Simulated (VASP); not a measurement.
Here is a VASP 6.6.1 calculation.

The input POSCAR:

```
Li2O
1.0
    0.0000000000      2.2863684517      2.2863684517
    2.2863684517      0.0000000000      2.2863684517
    2.2863684517      2.2863684517      0.0000000000
O Li
1 2
Direct
    0.0000000000      0.0000000000      0.0000000000
    0.2500000000      0.2500000000      0.2500000000
    0.7500000000      0.7500000000      0.7500000000
```

INCAR.step1

```
PREC = Accurate ; ENCUT = 500
EDIFF = 1E-8 ; ISMEAR = 0
SIGMA = 0.01 ; LREAL = False
LASPH = True ; NELM = 80
ALGO = Normal ; LWAVE = True
LCHARG = False ; GGA = PE
```

The input INCAR.step2:

```
PREC = Accurate ; ENCUT = 500
EDIFF = 1E-8 ; ISMEAR = 0
SIGMA = 0.01 ; LREAL = False
LASPH = True ; NELM = 1
ALGO = Exact ; LWAVE = True
LCHARG = False ; GGA = PE
NBANDS = 64 ; LOPTICS = True
ISTART = 1
```

INCAR.step3

```
PREC = Accurate ; ENCUT = 500
EDIFF = 1E-8 ; ISMEAR = 0
SIGMA = 0.01 ; LREAL = False
LASPH = True ; ALGO = EVGW0
LWAVE = False ; LCHARG = False
GGA = PE ; NELMGW = 1
NBANDS = 64 ; ENCUTGW = 80.0
NOMEGA = 48 ; PRECFOCK = Fast
ISTART = 1 ; NBANDSGW = 12
```

The input KPOINTS:

```
Automatic mesh
0
Gamma
  4 4 4
```

Potentials or basis: VASP PAW PBE potentials, release 64 (O_GW, Li_GW).

The run is started by

```bash
$ cat potpaw_PBE.64/O_GW/POTCAR potpaw_PBE.64/Li_GW/POTCAR > POTCAR
$ cp INCAR.step1 INCAR
$ mpirun -np 1 vasp_std > vasp.out
$ cp INCAR.step2 INCAR
$ mpirun -np 1 vasp_std > vasp.out
$ cp INCAR.step3 INCAR
$ mpirun -np 1 vasp_std > vasp.out
```

Task: Estimate the quasiparticle gap.

Result: 7.15 eV.

Task: What does it give for the least direct quasiparticle gap?

Result: 7.68 eV.

Task: What does it give for the band gap of the starting levels on the mesh?

Result: 5.04 eV.

Task: What does it give for the least direct gap of the starting levels on the mesh?

Result: 5.50 eV.

Caveat: the k points lie up to 0.59 Å⁻¹ apart; bands, screening cutoff and mesh are small and nothing is extrapolated, so the quasiparticle values aren't converged.
